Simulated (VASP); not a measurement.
## Ag: single point with PBE

Crystal: Ag.

```xyz
4
Lattice="2.8273 0.0000 0.0000 -1.4136 2.4485 0.0000 0.0000 0.0000 9.7959" Properties=species:S:1:pos:R:3 pbc="T T T"
Ag    0.0000    1.6323    2.4490
Ag    1.4136    0.8162    7.3469
Ag    0.0000    0.0000    0.0000
Ag    0.0000    0.0000    4.8979
```

This isn't the form of Ag at room conditions, which is fcc.

| Property | Result |
| --- | --- |
| Program | VASP 6.6.1 |
| Task | single point |
| Functional | PBE |
| Potentials or basis | VASP PAW PBE potentials, release 64 (Ag) |
| Cutoff | 520 eV |
| k mesh | 14 × 14 × 4 |
| Occupations | fermi-dirac, width 0.08 eV |
| Spin | no spin polarisation |
| Dipole correction | no |
| Further INCAR settings | ALGO = Normal; EDIFF = 1e-07; NBANDS = 30 |

| Property | Result |
| --- | --- |
| Pressure | 5.9 GPa |
| Band gap on the k mesh | zero (bands 22 and 23 overlap by 6.28 eV) |

Stress tensor (GPa, compression positive):
```
8.15 0.00 0.00
0.00 8.15 0.00
0.00 0.00 1.41
```

Levels at points of the mesh, in eV from the Fermi level:
| k point | band 20 | band 21 | band 22 | band 23 | band 24 | band 25 |
| --- | --- | --- | --- | --- | --- | --- |
| (0.00, 0.00, 0.00) | -3.41 | -3.41 | -3.06 | -3.06 | -0.81 | 2.87 |
| (0.50, 0.00, 0.00) | -2.72 | -0.04 | 0.80 | 1.22 | 1.76 | 4.57 |
| (0.00, 0.00, 0.50) | -3.19 | -3.19 | -3.19 | -2.74 | -2.74 | 5.57 |
| (0.50, 0.00, 0.50) | -2.73 | 0.39 | 0.39 | 1.57 | 1.57 | 4.86 |

Wall time 56 s on 1 thread of Intel(R) Xeon(R) 6975P-C (Granite Rapids) (shared host), peak memory 0.26 GiB.

Caveat: the cell stands under pressure.
